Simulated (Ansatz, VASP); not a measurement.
**Sb: VASP beside Ansatz**

```xyz
1
Lattice="3.2074 0.0000 0.0000 0.0000 3.1600 0.0000 0.0000 0.0000 3.1600" Properties=species:S:1:pos:R:3 pbc="T T T"
Sb    0.0000    0.0000    0.0000
```

Change from the starting cell: strain +0.0150 x Voigt [1, 0, 0, 0, 0, 0], atoms carried along.

Alike in both runs: task single point; functional r2SCAN; k mesh 16 × 16 × 16; occupations gaussian, width 0.15 eV; no spin polarisation.

```csv
,VASP,Ansatz
version,VASP 6.6.1,Ansatz 0.2.0
potentials or method,"VASP PAW PBE potentials, release 64 (Sb), cutoff 520 eV","scalar-relativistic, plane waves, PAW"
valence electrons in the cell,5,15
```

```tsv
	VASP	Ansatz	Ansatz less VASP
gap on the k mesh at the Fermi level (eV)	none	none	-
pressure (GPa)	-4.4	-4.3	+0.02
traceless stress, the component that is largest in VASP (GPa)	-0.84	-0.84	+0.002
```

VASP's potentials were made for PBE, not for r2SCAN. A gap of «none» marks a metal or a gap that the smearing closes. VASP's potentials hold 5 valence electrons a cell and Ansatz's 15, so a difference there can come from the potentials and not from the codes.

Spin-orbit coupling is off throughout.
